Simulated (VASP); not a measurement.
Here is a VASP 6.6.1 calculation.

Contents of INCAR:

```
ALGO = Normal
EDIFF = 1E-6
ENCUT = 520
GGA = PE
GGA_COMPAT = F
ISIF = 2
ISMEAR = -1
KPAR = 4
LASPH = T
LCHARG = F
LNONCOLLINEAR = T
LORBIT = 11
LORBMOM = T
LREAL = F
LSORBIT = T
LWAVE = F
MAGMOM = 0 0 0 0 0 0 0 0 0 0 0 0
NBANDS = 60
NELM = 150
PREC = Accurate
SIGMA = 0.02
```

KPOINTS

```
k-points
0
Gamma
  8 8 8
```

File POSCAR:

```
SiGe3
1.0
    1.9838896584      1.1453992283      6.4671923426
   -1.9838896584      1.1453992283      6.4671923426
    0.0000000000     -2.2907984566      6.4671923426
Si Ge
1 3
Direct
    1.0000856435      0.0000856435      0.0000856435
    0.5000462168      0.5000462168      0.5000462168
    0.3734068926      0.3734068926      0.3734068926
    0.8764612472      0.8764612472      0.8764612472
```

Potentials or basis: VASP PAW PBE potentials, release 64 (Si, Ge_d).

Command:

```sh
$ cat potpaw_PBE.64/Si/POTCAR potpaw_PBE.64/Ge_d/POTCAR > POTCAR
$ mpirun -np 4 vasp_ncl > vasp.out
```

(1) What does it give for the pressure?

(2) What does it give for the largest force?

(3) What does it give for the net moment?

Answers

(1) 2.6 GPa.

(2) 0.065 eV/Å.

(3) 0.00 μB per cell.
